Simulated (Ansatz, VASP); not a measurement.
**AlN: VASP beside Ansatz**

File INCAR:

```
ALGO     = Normal         # electronic algorithm
EDIFF    = 1E-6           # SCF threshold, eV
EDIFFG   = -0.01          # ionic threshold
ENCUT    = 600            # plane-wave cutoff, eV
GGA      = PE             # functional
IBRION   = 2              # ionic algorithm
ISIF     = 3              # what is computed and relaxed
ISMEAR   = 0              # smearing method
LASPH    = T              # aspherical terms in the spheres
LCHARG   = F              # write CHGCAR
LREAL    = F              # projectors in reciprocal space
LWAVE    = F              # write WAVECAR
NELM     = 60             # most SCF steps
NSW      = 100            # ionic steps
PREC     = Accurate       # precision mode
SIGMA    = 0.02           # smearing width, eV
```

The input KPOINTS:

```
k-points
0
Gamma
  10 10 10
```

The input POSCAR:

```
AlN
1.0
    0.0000000000      2.0353218852      2.0353218852
    2.0353218852      0.0000000000      2.0353218852
    2.0353218852      2.0353218852      0.0000000000
Al N
1 1
Direct
    0.5000000000      0.5000000000      0.5000000000
    0.0000000000      0.0000000000      0.0000000000
```

Input for Ansatz:

```yaml
crystal:
  lattice:
    - [0.0, 2.0353218852, 2.0353218852]
    - [2.0353218852, 0.0, 2.0353218852]
    - [2.0353218852, 2.0353218852, 0.0]
  atoms:
    - { symbol: Al, position: [0.5, 0.5, 0.5] }
    - { symbol: "N", position: [0.0, 0.0, 0.0] }
basis:
  ecutwfc: 420
kpoints:
  mp_grid: { grid: [10, 10, 10] }
hamiltonian:
  xc: pbe
scf:
  occupations: { method: gaussian, width: 0.02 }
output:
  forces: true
  stress: true
  eigenvalues: true
relax:
  adjacent_minimum: "off"
  f_tol: 0.01
  max_steps: 80
  cell: { stress_tol: 0.05 }
```

Change from the starting cell: the structure that the rattled cell fell into.

Alike in both runs: task relaxation of cell and atoms; functional PBE; k mesh 10 × 10 × 10; occupations gaussian, width 0.02 eV; no spin polarisation.

|  | VASP | Ansatz |
| --- | --- | --- |
| version | VASP 6.6.1 | Ansatz 0.2.0 |
| potentials or method | VASP PAW PBE potentials, release 64 (Al, N), cutoff 600 eV | scalar-relativistic, plane waves, PAW |
| valence electrons in the cell | 8 | 8 |

|  | VASP | Ansatz | Ansatz less VASP |
| --- | --- | --- | --- |
| gap on the k mesh at the Fermi level, each at its own relaxed structure (eV) | 4.43 | 4.43 | +0.006 |
| relaxed volume (Å³/atom) | 8.42 | 8.43 | +0.015 |
| relaxed cell length with the largest relative difference (Å) | 2.877 | 2.878 | +0.0017 |
